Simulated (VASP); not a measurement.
# TiSnS4 (P-3m1) in VASP: a series of runs

TiSnS4 is run at these levels: PBE; tasks: single point, relaxation of cell and atoms.

All numbers are computed with VASP 6.6.1; they aren't measurements. Logs are shortened: lines on timing, memory, paths and dates and some standing lists are left out, and cuts for length are marked.

**1. The cell of the first run**

Symmetry: P-3m1, No. 164, trigonal system. The conventional cell has a = 3.595 Å, b = 3.595 Å, c = 12.716 Å, α = 90.00°, β = 90.00°, γ = 120.00°. Ti (site symmetry -3m) has 6 S at 2.47 Å within 3.3 Å. Within 3.4 Å of Sn (site symmetry -3m) lie 6 S at 2.56 Å. S (site symmetry 3m) has 3 Ti at 2.47 Å and 3 S at 3.39 Å within 3.4 Å. S (site symmetry 3m) has 3 Sn at 2.56 Å within 3.4 Å.

**2. Single point, PBE, collinear spin**

File INCAR:

```
ALGO = Normal ; EDIFF = 1E-6
ENCUT = 520 ; GGA = PE
ISIF = 2 ; ISMEAR = 0
ISPIN = 2 ; LASPH = True
LCHARG = False ; LMAXMIX = 4
LORBIT = 11 ; LREAL = False
LWAVE = False ; MAGMOM = 1 0 0 0 0 0
NBANDS = 38 ; NELM = 150
PREC = Accurate ; SIGMA = 0.15
```

File KPOINTS:

```
k-points
0
Gamma
  4 4 1
```

File POSCAR:

```
TiSnS4
1.0
    3.5945249107      0.0000000000      0.0000000000
   -1.7972624553      3.1129498872      0.0000000000
    0.0000000000      0.0000000000     12.7163342401
Ti Sn S
1 1 4
Direct
    0.0000000000      0.0000000000      0.0000000000
    0.0000000000      0.0000000000      0.5000000000
    0.3333333333      0.6666666667      0.1052722725
    0.6666666667      0.3333333333      0.8947277275
    0.6666666667      0.3333333333      0.3815242507
    0.3333333333      0.6666666667      0.6184757493
```

Potentials or basis: VASP PAW PBE potentials, release 64 (Ti_sv, Sn_d, S).

On the command line:

```bash
cat potpaw_PBE.64/Ti_sv/POTCAR potpaw_PBE.64/Sn_d/POTCAR potpaw_PBE.64/S/POTCAR > POTCAR
mpirun -np 1 vasp_std > vasp.out
```

OUTCAR:

```text
EDIFF = 1E-6
   ENCUT = 520
   GGA = PE
   ISIF = 2
   ISMEAR = 0
   ISPIN = 2
   LASPH = True
   LORBIT = 11
   LREAL = False
   NELM = 150
   PREC = Accurate

 ion  position               nearest neighbor table
   1  0.000  0.000  0.000-   3 2.47   4 2.47   3 2.47   4 2.47   4 2.47   3 2.47
   2  0.000  0.000  0.500-   5 2.56   6 2.56   6 2.56   5 2.56   5 2.56   6 2.56
   3  0.333  0.667  0.105-   1 2.47   1 2.47   1 2.47
   4  0.667  0.333  0.895-   1 2.47   1 2.47   1 2.47
   5  0.667  0.333  0.382-   2 2.56   2 2.56   2 2.56
   6  0.333  0.667  0.618-   2 2.56   2 2.56   2 2.56

  LATTYP: Found a hexagonal cell.
 ALAT       =     3.5945249107
 C/A-ratio  =     3.5376953995

  Lattice vectors:

 A1 = (   3.5945249107,   0.0000000000,   0.0000000000)
 A2 = (  -1.7972624553,   3.1129498872,   0.0000000000)
 A3 = (   0.0000000000,   0.0000000000,  12.7163342401)

Analysis of symmetry for initial positions (statically):
=====================================================================
 Subroutine PRICEL returns:
 Original cell was already a primitive cell.

 Routine SETGRP: Setting up the symmetry group for a
 hexagonal supercell.

 Subroutine GETGRP returns: Found 12 space group operations
 (whereof 12 operations were pure point group operations)
 out of a pool of 24 trial point group operations.

The static configuration has the point symmetry D_3d.

Analysis of symmetry for dynamics (positions and initial velocities):
=====================================================================
 Subroutine PRICEL returns:
 Original cell was already a primitive cell.

 Routine SETGRP: Setting up the symmetry group for a
 hexagonal supercell.

 Subroutine GETGRP returns: Found 12 space group operations
 (whereof 12 operations were pure point group operations)
 out of a pool of 24 trial point group operations.

The dynamic configuration has the point symmetry D_3d.

Analysis of structural, dynamic, and magnetic symmetry:
=====================================================================
 Subroutine PRICEL returns:
 Original cell was already a primitive cell.

 Routine SETGRP: Setting up the symmetry group for a
 hexagonal supercell.

 Subroutine GETGRP returns: Found 12 space group operations
 (whereof 12 operations were pure point group operations)
 out of a pool of 24 trial point group operations.

The overall configuration has the point symmetry D_3d.

 Subroutine INISYM returns: Found 12 space group operations
 (whereof 12 operations are pure point group operations),
 and found     1 'primitive' translations

----------------------------------------------------------------------------------------

                                     Primitive cell

  volume of cell :     142.2904

  direct lattice vectors                    reciprocal lattice vectors
     3.594524911  0.000000000  0.000000000     0.278200882  0.160619354  0.000000000
    -1.797262455  3.112949887  0.000000000     0.000000000  0.321238708  0.000000000
     0.000000000  0.000000000 12.716334240     0.000000000  0.000000000  0.078639015

  length of vectors
     3.594524911  3.594524911 12.716334240     0.321238708  0.321238708  0.078639015

  position of ions in fractional coordinates (direct lattice)
     0.000000000  0.000000000  0.000000000
     0.000000000  0.000000000  0.500000000
     0.333333333  0.666666667  0.105272273
     0.666666667  0.333333333  0.894727727
     0.666666667  0.333333333  0.381524251
     0.333333333  0.666666667  0.618475749

  ion indices of the primitive-cell ions
   primitive index   ion index
                 1           1
                 2           2
                 3           3
                 4           4
                 5           5
                 6           6

----------------------------------------------------------------------------------------

 KPOINTS: k-points

Automatic generation of k-mesh.
 Grid dimensions read from file:
 generate k-points for:    4    4    1

 Generating k-lattice:

  Cartesian coordinates                     Fractional coordinates (reciprocal lattice)
     0.069550220  0.040154839  0.000000000     0.250000000  0.000000000  0.000000000
     0.000000000  0.080309677  0.000000000     0.000000000  0.250000000  0.000000000
     0.000000000  0.000000000  0.078639015     0.000000000  0.000000000  1.000000000

  Length of vectors
     0.080309677  0.080309677  0.078639015

  Shift w.r.t. Gamma in fractional coordinates (k-lattice)
     0.000000000  0.000000000  0.000000000

 Subroutine IBZKPT returns following result:
 ===========================================

 Found      4 irreducible k-points:

 Following reciprocal coordinates:
            Coordinates               Weight
  0.000000  0.000000  0.000000      1.000000
  0.250000 -0.000000  0.000000      6.000000
  0.500000 -0.000000  0.000000      3.000000
  0.250000  0.250000  0.000000      6.000000
   k-points           NKPTS =      4   k-points in BZ     NKDIM =      4   number of bands    NBANDS=     38
   number of dos      NEDOS =    301   number of ions     NIONS =      6
   total plane-waves  NPLWV =  75264
   dimension x,y,z NGX =    28 NGY =   28 NGZ =   96
   dimension x,y,z NGXF=    56 NGYF=   56 NGZF=  192
   ions per type =               1   1   4
   NGX,Y,Z   is equivalent  to a cutoff of  12.95, 12.95, 12.55 a.u.
   NGXF,Y,Z  is equivalent  to a cutoff of  25.90, 25.90, 25.10 a.u.
 SYSTEM =  unknown system
   PREC   = accura    normal or accurate (medium, high low for compatibility)
   ISTART =      0    job   : 0-new  1-cont  2-samecut
   ICHARG =      2    charge: 1-file 2-atom 10-const
   ISPIN  =      2    spin polarized calculation?
   LNONCOLLINEAR =      F non collinear calculations
   LSORBIT =      F    spin-orbit coupling
   LASPH  =      T    aspherical Exc in radial PAW
   ENCUT  =  520.0 eV  38.22 Ry    6.18 a.u.   6.68  6.68 23.64*2*pi/ulx,y,z
   NELM   =    150;   NELMIN=  2; NELMDL= -5     # of ELM steps
   EDIFF  = 0.1E-05   stopping-criterion for ELM
   LREAL  =      F    real-space projection
   EDIFFG = 0.1E-04   stopping-criterion for IOM
   NSW    =      0    number of steps for IOM
   IBRION =     -1    ionic relax: 0-MD 1-quasi-New 2-CG
   NFREE  =      0    steps in history (QN), initial steepest desc. (CG)
   ISIF   =      2    stress and relaxation
   ISYM   =      2    0-nonsym 1-usesym 2-fastsym
   POTIM  = 0.5000    time-step for ionic-motion
   TEBEG  =    0.0;   TEEND  =   0.0 temperature during run
   PSTRESS=    0.0 pullay stress
   NELECT =      50.0000    total number of electrons
   NUPDOWN=      -1.0000    fix difference up-down
   EMIN   =  10.00;   EMAX   =-10.00  energy-range for DOS
   EFERMI =   0.00;   METHOD = LEGACY
   ISMEAR =     0;   SIGMA  =   0.15  broadening in eV -4-tet -1-fermi 0-gaus
   EFERMI_NEDOS =   21; number of points for ismear=-14 and -15
   IALGO  =     38    algorithm
   IMIX   =      4    mixing-type and parameters
     AMIX     =   0.40;   BMIX     =  1.00
     AMIX_MAG =   1.60;   BMIX_MAG =  1.00
  volume/ion in A,a.u.               =      23.72       160.04
  Fermi-wavevector in a.u.,A,eV,Ry     =   1.155242  2.183091 18.158119  1.334584
  Thomas-Fermi vector in A             =   2.291872
   LORBIT       =     11    0 simple, 1 ext, 2 COOP (PROOUT), +10 PAW based schemes
   GGA     = PE    functional components
   LHFCALC =     F    Hartree Fock is set to
   AEXX    =    0.0000 exact exchange contribution
   IVDW    =     0    specifies the selected vdW correction
   LEPSILON=     F    determine dielectric tensor
   LRPA    =     F    only Hartree local field effects (RPA)
 spin polarized calculation
 Gauss-broadening in eV      SIGMA  =   0.15
  energy-cutoff  :      520.00
  volume of cell :      142.29
 maximum number of plane-waves:      3875
 NGX is ok and might be reduce to    28
   NGX = 13   NGY = 13   NGZ = 47

 number of electron      49.9999993 magnetization       0.0067388

 number of electron      49.9999993 magnetization      -0.0002737

 Free energy of the ion-electron system (eV)
  ---------------------------------------------------
  ext. energy  EPLUGINS =         0.00000000
  ---------------------------------------------------
  free energy    TOTEN  =       -32.79859675 eV

  energy without entropy =      -32.79649627  energy(sigma->0) =      -32.79754651

 E-fermi :   4.0018     XC(G=0):  -9.0736

 val. band max:        3.7711785203   @ k =   0.0000   0.0000   0.0000
 cond. band min:       4.2578044573   @ k =   0.5000  -0.0000   0.0000
 fundamental gap:      0.4866259371
 Fermi energy:         4.0017830390

 spin component 1

 k-point     1 :       0.0000    0.0000    0.0000
  band No.  band energies     occupation
      1     -53.9926      1.00000
      2     -30.2216      1.00000
      3     -30.1453      1.00000
      4     -30.1453      1.00000
      5     -17.5588      1.00000
      6     -17.5588      1.00000
[... 149 lines left out ...]
     36      11.4722      0.00000
     37      12.1182      0.00000
 Fermi energy:         4.0017830390

 spin component 2

 k-point     1 :       0.0000    0.0000    0.0000
  band No.  band energies     occupation
      1     -53.9925      1.00000
      2     -30.2216      1.00000
      3     -30.1453      1.00000
      4     -30.1453      1.00000
      5     -17.5588      1.00000
      6     -17.5588      1.00000
[... 149 lines left out ...]
     36      11.4722      0.00000
     37      12.1181      0.00000
 [bands above 37 left out]

------------------------ aborting loop because EDIFF is reached ----------------------------------------

  FORCE on cell =-STRESS in cart. coord.  units (eV):
  Direction    XX          YY          ZZ          XY          YZ          ZX
  --------------------------------------------------------------------------------------
  -------------------------------------------------------------------------------------
  Total        0.0733380      0.0733380      0.3050901      0.0000000      0.0000000     -0.0000000
  in kB        0.8257797      0.8257797      3.4352883      0.0000000      0.0000000     -0.0000000
  external PRESSURE =       1.6956159 kB  Pullay stress =       0.0000000 kB

 VOLUME and BASIS-vectors are now :
 -----------------------------------------------------------------------------
  energy-cutoff  :      520.00
  volume of cell :      142.29
      direct lattice vectors                 reciprocal lattice vectors
     3.594524911  0.000000000  0.000000000     0.278200882  0.160619354  0.000000000
    -1.797262455  3.112949887  0.000000000     0.000000000  0.321238708  0.000000000
     0.000000000  0.000000000 12.716334240     0.000000000  0.000000000  0.078639015

 POSITION                                       TOTAL-FORCE (eV/Angst)
 -----------------------------------------------------------------------------------
      0.00000      0.00000      0.00000         0.000000      0.000000      0.000000
      0.00000      0.00000      6.35817         0.000000      0.000000      0.000000
     -0.00000      2.07530      1.33868        -0.000000     -0.000000     -0.003823
      1.79726      1.03765     11.37766         0.000000      0.000000      0.003823
      1.79726      1.03765      4.85159        -0.000000     -0.000000     -0.045267
     -0.00000      2.07530      7.86474         0.000000      0.000000      0.045267
 -----------------------------------------------------------------------------------
    total drift:                               -0.000000      0.000000      0.000000

  FREE ENERGIE OF THE ION-ELECTRON SYSTEM (eV)
  ---------------------------------------------------
  free  energy   TOTEN  =       -32.7985967495 eV

  energy  without entropy=      -32.7964962737  energy(sigma->0) =      -32.79754651

 total charge

# of ion       s       p       d       tot
------------------------------------------
    1        2.178   6.170   1.711  10.059
    2        1.014   1.057  10.155  12.226
    3        1.347   2.378   0.000   3.725
    4        1.347   2.378   0.000   3.725
    5        1.363   2.350   0.000   3.713
    6        1.363   2.350   0.000   3.713
--------------------------------------------------
tot          8.612  16.683  11.865  37.161

 magnetization (x)

# of ion       s       p       d       tot
------------------------------------------
    1        0.000  -0.000   0.000   0.000
    2        0.000   0.000   0.000   0.000
    3        0.000   0.000   0.000   0.000
    4        0.000   0.000   0.000   0.000
    5        0.000  -0.000   0.000  -0.000
    6        0.000  -0.000   0.000  -0.000
--------------------------------------------------
tot          0.000   0.000   0.000   0.000
```

It took 2.7 min on 1 thread of Intel Xeon 8259CL, shared host; peak memory 0.33 GiB.

What came out:

```yaml
Free_energy: -32.7986 eV
Pressure: 0.2 GPa
Largest_force: 0.045 eV/Å
Band_gap_on_the_k_mesh: 0.49 eV (least direct gap 0.52 eV)
Net_moment: 0.00 μB per cell
Valence_electrons_inside_the_program's_atomic_spheres: Ti 10.06; Sn 12.23; S 3.73, 3.71 (each value once)
```

Forces in eV/Å, atoms in the order of the input:
```
Ti   0.000  0.000  0.000
Sn   0.000  0.000  0.000
S    0.000  0.000 -0.004
S    0.000  0.000  0.004
S    0.000  0.000 -0.045
S    0.000  0.000  0.045
```

Stress tensor (GPa, compression positive):
```
0.08 0.00 0.00
0.00 0.08 0.00
0.00 0.00 0.34
```

Levels at points of the mesh, in eV from the valence-band top:
Spin up:
```tsv
k point	band 21	band 22	band 23	band 24	band 25	band 26	band 27	band 28	band 29	band 30
(0.00, 0.00, 0.00)	-0.48	-0.48	-0.38	0.00	0.00	0.52	0.52	1.37	2.33	3.57
(0.50, 0.00, 0.00)	-2.21	-1.40	-1.32	-1.16	-0.75	0.49	1.12	1.32	1.53	3.57
```
Spin down:
| k point | band 21 | band 22 | band 23 | band 24 | band 25 | band 26 | band 27 | band 28 | band 29 | band 30 |
| --- | --- | --- | --- | --- | --- | --- | --- | --- | --- | --- |
| (0.00, 0.00, 0.00) | -0.48 | -0.48 | -0.38 | 0.00 | 0.00 | 0.52 | 0.52 | 1.37 | 2.33 | 3.57 |
| (0.50, 0.00, 0.00) | -2.21 | -1.40 | -1.32 | -1.16 | -0.75 | 0.49 | 1.12 | 1.32 | 1.53 | 3.57 |

Caveat: the k points lie up to 0.50 Å⁻¹ apart; semilocal functionals underestimate gaps, and a narrow one can read as zero; spin-orbit coupling is left out, which moves the levels of the heavy elements; this functional lacks dispersion, which binds layers or chains, so the pressure and a relaxed spacing across them are unreliable.

(Continued in part 2 of 2.)
